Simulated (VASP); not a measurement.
# TiSi (P-6m2) in VASP: single point with r2SCAN

Aim: the single point of TiSi with r2SCAN.

Program: VASP 6.6.1. These are calculated values, not measurements. Logs are shortened: lines on timing, memory, paths and dates and some standing lists are left out, and cuts for length are marked.

## 1. The cell of the first run

Symmetry: P-6m2, No. 187, hexagonal system. Conventional cell: a = 4.490 Å, b = 4.490 Å, c = 5.123 Å, α = 90.00°, β = 90.00°, γ = 120.00°. Si (site symmetry -6m2) has 8 Ti at 2.56 to 2.89 Å and 6 Si at 2.87 Å within 3.4 Å. Within 3.3 Å of Si (site symmetry 3m) lie 5 Si at 2.48 to 2.87 Å and 6 Ti at 2.59 to 2.91 Å. Ti (site symmetry -6m2) has 8 Si at 2.56 to 2.91 Å and 6 Ti at 2.89 Å within 3.4 Å. Within 3.4 Å of Ti (site symmetry 3m) lie 5 Ti at 2.55 to 2.89 Å and 6 Si at 2.59 to 2.89 Å.

## 2. Single point, r2SCAN

Contents of POSCAR:

```
TiSi
1.0
    2.2452495332     -3.8888862672      0.0000000000
   -4.4904990665      0.0000000000      0.0000000000
    0.0000000000      0.0000000000     -5.1228971574
Si Ti
3 3
Direct
    1.0000000000      0.0000000000      0.5000000000
    0.3333333333      0.6666666667      0.2576090491
    0.3333333333      0.6666666667      0.7423909509
    1.0000000000      0.0000000000      0.0000000000
    0.6666666667      0.3333333333      0.2491653841
    0.6666666667      0.3333333333      0.7508346159
```

Contents of INCAR.step1:

```
SYSTEM = TiSi
PREC = Accurate
ENCUT = 520
ISMEAR = 0
SIGMA = 0.1
LREAL = .False.
LASPH = .True.
NELM = 60
NBANDS = 33
GGA = PE
ALGO = Normal
EDIFF = 1E-4
LWAVE = .True.
LCHARG = .False.
```

Contents of INCAR.step2:

```
SYSTEM = TiSi
PREC = Accurate
ENCUT = 520
EDIFF = 1E-7
ISMEAR = 0
SIGMA = 0.1
LREAL = .False.
LASPH = .True.
NELM = 60
ALGO = Normal
ISIF = 2
LWAVE = .False.
LCHARG = .False.
METAGGA = R2SCAN
LMIXTAU = .True.
NBANDS = 33
ISTART = 1
```

Contents of KPOINTS:

```
Automatic mesh
0
Gamma
  12 12 8
  0 0 0
```

Potentials or basis: VASP PAW PBE potentials, release 64 (Si, Ti_sv).

Command:

```
> cat potpaw_PBE.64/Si/POTCAR potpaw_PBE.64/Ti_sv/POTCAR > POTCAR
> cp INCAR.step1 INCAR
> mpirun -np 1 vasp_std > vasp.out
> cp INCAR.step2 INCAR
> mpirun -np 1 vasp_std > vasp.out
```

OUTCAR:

```text
SYSTEM = TiSi
   PREC = Accurate
   ENCUT = 520
   EDIFF = 1E-7
   ISMEAR = 0
   LREAL = .False.
   LASPH = .True.
   NELM = 60
   ISIF = 2
   METAGGA = R2SCAN
   ISTART = 1

 ion  position               nearest neighbor table
   1  0.000  0.000  0.500-   4 2.56   4 2.56   2 2.87   3 2.87   2 2.87   3 2.87   2 2.87   3 2.87
                             6 2.89   5 2.89   5 2.89   6 2.89   5 2.89   6 2.89
   2  0.333  0.667  0.258-   3 2.48   5 2.59   5 2.59   5 2.59   3 2.64   1 2.87   1 2.87   1 2.87
                             4 2.91   4 2.91   4 2.91
   3  0.333  0.667  0.742-   2 2.48   6 2.59   6 2.59   6 2.59   2 2.64   1 2.87   1 2.87   1 2.87
                             4 2.91   4 2.91   4 2.91
   4  0.000  0.000  0.000-   1 2.56   1 2.56   6 2.89   5 2.89   5 2.89   6 2.89   5 2.89   6 2.89
                             3 2.91   2 2.91   2 2.91   3 2.91   2 2.91   3 2.91
   5  0.667  0.333  0.249-   6 2.55   6 2.57   2 2.59   2 2.59   2 2.59   4 2.89   4 2.89   4 2.89
                             1 2.89   1 2.89   1 2.89
   6  0.667  0.333  0.751-   5 2.55   5 2.57   3 2.59   3 2.59   3 2.59   4 2.89   4 2.89   4 2.89
                             1 2.89   1 2.89   1 2.89

  LATTYP: Found a hexagonal cell.
 ALAT       =     4.4904990664
 C/A-ratio  =     1.1408302466

  Lattice vectors:

 A1 = (   2.2452495332,  -3.8888862672,   0.0000000000)
 A2 = (  -4.4904990665,   0.0000000000,   0.0000000000)
 A3 = (   0.0000000000,   0.0000000000,  -5.1228971574)

Analysis of symmetry for initial positions (statically):
=====================================================================
 Subroutine PRICEL returns:
 Original cell was already a primitive cell.

 Routine SETGRP: Setting up the symmetry group for a
 hexagonal supercell.

 Subroutine GETGRP returns: Found 12 space group operations
 (whereof 12 operations were pure point group operations)
 out of a pool of 24 trial point group operations.

The static configuration has the point symmetry D_3h.

Analysis of symmetry for dynamics (positions and initial velocities):
=====================================================================
 Subroutine PRICEL returns:
 Original cell was already a primitive cell.

 Routine SETGRP: Setting up the symmetry group for a
 hexagonal supercell.

 Subroutine GETGRP returns: Found 12 space group operations
 (whereof 12 operations were pure point group operations)
 out of a pool of 24 trial point group operations.

The dynamic configuration has the point symmetry D_3h.

 Subroutine INISYM returns: Found 12 space group operations
 (whereof 12 operations are pure point group operations),
 and found     1 'primitive' translations

----------------------------------------------------------------------------------------

                                     Primitive cell

  volume of cell :      89.4614

  direct lattice vectors                    reciprocal lattice vectors
     2.245249533 -3.888886267  0.000000000     0.000000000 -0.257143030  0.000000000
    -4.490499066  0.000000000  0.000000000    -0.222692397 -0.128571515  0.000000000
     0.000000000  0.000000000 -5.122897157     0.000000000  0.000000000 -0.195202045

  length of vectors
     4.490499066  4.490499066  5.122897157     0.257143030  0.257143030  0.195202045

  position of ions in fractional coordinates (direct lattice)
     0.000000000  0.000000000  0.500000000
     0.333333333  0.666666667  0.257609049
     0.333333333  0.666666667  0.742390951
     0.000000000  0.000000000  0.000000000
     0.666666667  0.333333333  0.249165384
     0.666666667  0.333333333  0.750834616

  ion indices of the primitive-cell ions
   primitive index   ion index
                 1           1
                 2           2
                 3           3
                 4           4
                 5           5
                 6           6

----------------------------------------------------------------------------------------

 KPOINTS: Automatic mesh

Automatic generation of k-mesh.
 Grid dimensions read from file:
 generate k-points for:   12   12    8

 Generating k-lattice:

  Cartesian coordinates                     Fractional coordinates (reciprocal lattice)
     0.000000000 -0.021428586  0.000000000     0.083333333  0.000000000  0.000000000
    -0.018557700 -0.010714293  0.000000000     0.000000000  0.083333333  0.000000000
     0.000000000  0.000000000 -0.024400256     0.000000000  0.000000000  0.125000000

  Length of vectors
     0.021428586  0.021428586  0.024400256

  Shift w.r.t. Gamma in fractional coordinates (k-lattice)
     0.000000000  0.000000000  0.000000000

 Subroutine IBZKPT returns following result:
 ===========================================

 Found     95 irreducible k-points:

 Following reciprocal coordinates:
            Coordinates               Weight
  0.000000  0.000000  0.000000      1.000000
  0.083333  0.000000  0.000000      6.000000
  0.166667  0.000000  0.000000      6.000000
  0.250000  0.000000  0.000000      6.000000
  0.333333  0.000000  0.000000      6.000000
  0.416667  0.000000  0.000000      6.000000
[... 16 lines left out ...]
  0.250000  0.000000  0.125000     12.000000
  0.333333  0.000000  0.125000     12.000000
 [... further k-points ...]
   k-points           NKPTS =     95   k-points in BZ     NKDIM =     95   number of bands    NBANDS=     33
   number of dos      NEDOS =    301   number of ions     NIONS =      6
   total plane-waves  NPLWV =  51840
   dimension x,y,z NGX =    36 NGY =   36 NGZ =   40
   dimension x,y,z NGXF=    72 NGYF=   72 NGZF=   80
   ions per type =               3   3
   NGX,Y,Z   is equivalent  to a cutoff of  13.33, 13.33, 12.98 a.u.
   NGXF,Y,Z  is equivalent  to a cutoff of  26.66, 26.66, 25.96 a.u.
 SYSTEM =  TiSi
   PREC   = accura    normal or accurate (medium, high low for compatibility)
   ISTART =      1    job   : 0-new  1-cont  2-samecut
   ICHARG =      0    charge: 1-file 2-atom 10-const
   ISPIN  =      1    spin polarized calculation?
   LNONCOLLINEAR =      F non collinear calculations
   LSORBIT =      F    spin-orbit coupling
   LASPH  =      T    aspherical Exc in radial PAW
   ENCUT  =  520.0 eV  38.22 Ry    6.18 a.u.   8.35  8.35  9.53*2*pi/ulx,y,z
   NELM   =     60;   NELMIN=  2; NELMDL=  0     # of ELM steps
   EDIFF  = 0.1E-06   stopping-criterion for ELM
   LREAL  =      F    real-space projection
   EDIFFG = 0.1E-05   stopping-criterion for IOM
   NSW    =      0    number of steps for IOM
   IBRION =     -1    ionic relax: 0-MD 1-quasi-New 2-CG
   NFREE  =      0    steps in history (QN), initial steepest desc. (CG)
   ISIF   =      2    stress and relaxation
   ISYM   =      2    0-nonsym 1-usesym 2-fastsym
   POTIM  = 0.5000    time-step for ionic-motion
   TEBEG  =    0.0;   TEEND  =   0.0 temperature during run
   PSTRESS=    0.0 pullay stress
   NELECT =      48.0000    total number of electrons
   NUPDOWN=      -1.0000    fix difference up-down
   EMIN   =  10.00;   EMAX   =-10.00  energy-range for DOS
   EFERMI =   0.00;   METHOD = LEGACY
   ISMEAR =     0;   SIGMA  =   0.10  broadening in eV -4-tet -1-fermi 0-gaus
   EFERMI_NEDOS =   21; number of points for ismear=-14 and -15
   IALGO  =     38    algorithm
   IMIX   =      4    mixing-type and parameters
     AMIX     =   0.40;   BMIX     =  1.00
     AMIX_MAG =   1.60;   BMIX_MAG =  1.00
  volume/ion in A,a.u.               =      14.91       100.62
  Fermi-wavevector in a.u.,A,eV,Ry     =   1.330281  2.513867 24.077519  1.769648
  Thomas-Fermi vector in A             =   2.459380
   LORBIT       =      0    0 simple, 1 ext, 2 COOP (PROOUT), +10 PAW based schemes
   METAGGA = R2SCAN    functional components
   LHFCALC =     F    Hartree Fock is set to
   AEXX    =    0.0000 exact exchange contribution
   IVDW    =     0    specifies the selected vdW correction
   LEPSILON=     F    determine dielectric tensor
   LRPA    =     F    only Hartree local field effects (RPA)
 non-spin polarized calculation
 Gauss-broadening in eV      SIGMA  =   0.10
  energy-cutoff  :      520.00
  volume of cell :       89.46
 maximum number of plane-waves:      2437
 NGX is ok and might be reduce to    36
   NGX = 17   NGY = 17   NGZ = 19

 number of electron      48.0000023 magnetization

 Free energy of the ion-electron system (eV)
  ---------------------------------------------------
  ext. energy  EPLUGINS =         0.00000000
  ---------------------------------------------------
  free energy    TOTEN  =       -65.79720742 eV

  energy without entropy =      -65.76345430  energy(sigma->0) =      -65.78033086

 E-fermi :   9.5327     XC(G=0): -12.5098

 val. band max:        9.5267697645   @ k =   0.4167   0.0000   0.2500
 cond. band min:       9.5330030378   @ k =   0.2500   0.0000   0.3750
 fundamental gap:      0.0062332733
 Fermi energy:         9.5326629587

 k-point     1 :       0.0000    0.0000    0.0000
  band No.  band energies     occupation
      1     -49.3571      2.00000
      2     -48.9173      2.00000
      3     -48.7499      2.00000
      4     -24.6837      2.00000
      5     -24.6785      2.00000
      6     -24.6081      2.00000
[... 25 lines left out ...]
     32      13.3037      0.00000
     33      13.3037      0.00000

 k-point     2 :       0.0833    0.0000    0.0000
  band No.  band energies     occupation
      1     -49.3567      2.00000
      2     -48.9176      2.00000
      3     -48.7499      2.00000
      4     -24.6898      2.00000
      5     -24.6853      2.00000
      6     -24.6098      2.00000
[... 25 lines left out ...]
     32      13.0591      0.00000
     33      13.2935      0.00000
[... 754 lines left out ...]
     32      13.1291      0.00000
     33      13.1583      0.00000

 k-point    24 :       0.3333    0.0000    0.1250
  band No.  band energies     occupation
      1     -49.3530      2.00000
      2     -48.9147      2.00000
      3     -48.7564      2.00000
      4     -24.7196      2.00000
      5     -24.7018      2.00000
      6     -24.6258      2.00000
[... 25 lines left out ...]
     32      13.0995      0.00000
     33      13.2406      0.00000

 [... further k-points ...]

------------------------ aborting loop because EDIFF is reached ----------------------------------------

  FORCE on cell =-STRESS in cart. coord.  units (eV):
  Direction    XX          YY          ZZ          XY          YZ          ZX
  --------------------------------------------------------------------------------------
  -------------------------------------------------------------------------------------
  Total        0.2175061      0.2175061      0.2045224      0.0000000      0.0000000     -0.0000000
  in kB        3.8953501      3.8953501      3.6628227      0.0000000      0.0000000     -0.0000000
  external PRESSURE =       3.8178410 kB  Pullay stress =       0.0000000 kB

 VOLUME and BASIS-vectors are now :
 -----------------------------------------------------------------------------
  energy-cutoff  :      520.00
  volume of cell :       89.46
      direct lattice vectors                 reciprocal lattice vectors
     2.245249533 -3.888886267  0.000000000     0.000000000 -0.257143030  0.000000000
    -4.490499066  0.000000000  0.000000000    -0.222692397 -0.128571515  0.000000000
     0.000000000  0.000000000 -5.122897157     0.000000000  0.000000000 -0.195202045

 POSITION                                       TOTAL-FORCE (eV/Angst)
 -----------------------------------------------------------------------------------
      0.00000      0.00000     -2.56145         0.000000     -0.000000      0.000000
     -2.24525     -1.29630     -1.31970        -0.000000      0.000000     -0.010174
     -2.24525     -1.29630     -3.80319        -0.000000      0.000000      0.010174
      0.00000      0.00000      0.00000         0.000000     -0.000000      0.000000
      0.00000     -2.59259     -1.27645         0.000000      0.000000     -0.011072
      0.00000     -2.59259     -3.84645         0.000000     -0.000000      0.011072
 -----------------------------------------------------------------------------------
    total drift:                                0.000001     -0.000001     -0.000000

  FREE ENERGIE OF THE ION-ELECTRON SYSTEM (eV)
  ---------------------------------------------------
  free  energy   TOTEN  =       -65.7972074191 eV

  energy  without entropy=      -65.7634542956  energy(sigma->0) =      -65.78033086
```

Wall time 13 min (1 thread of Intel Xeon Platinum 8488C (Sapphire Rapids), shared host); peak memory 0.37 GiB.

What came out:

| Property | Result |
| --- | --- |
| Free energy | -65.7972 eV |
| Pressure | 0.4 GPa |
| Largest force | 0.011 eV/Å |
| Band gap on the k mesh | zero (bands 24 and 25 overlap by 1.19 eV) |

Forces in eV/Å, atoms in the order of the input:
```
Si   0.000  0.000  0.000
Si   0.000  0.000 -0.010
Si   0.000  0.000  0.010
Ti   0.000  0.000  0.000
Ti   0.000  0.000 -0.011
Ti   0.000  0.000  0.011
```

Levels at points of the mesh, in eV from the Fermi level:
```csv
k point,band 22,band 23,band 24,band 25,band 26,band 27
"(0.00, 0.00, 0.00)",-1.25,-1.23,-0.85,-0.85,2.09,2.31
"(0.50, 0.00, 0.00)",-0.96,-0.49,-0.31,0.30,0.90,1.11
"(0.00, 0.00, 0.50)",-0.80,-0.34,-0.34,-0.26,0.94,1.90
"(0.50, 0.00, 0.50)",-0.27,0.03,0.14,0.88,0.91,1.06
```

Caveat: the PAW data sets were made with another functional, which shifts forces and pressure a little.
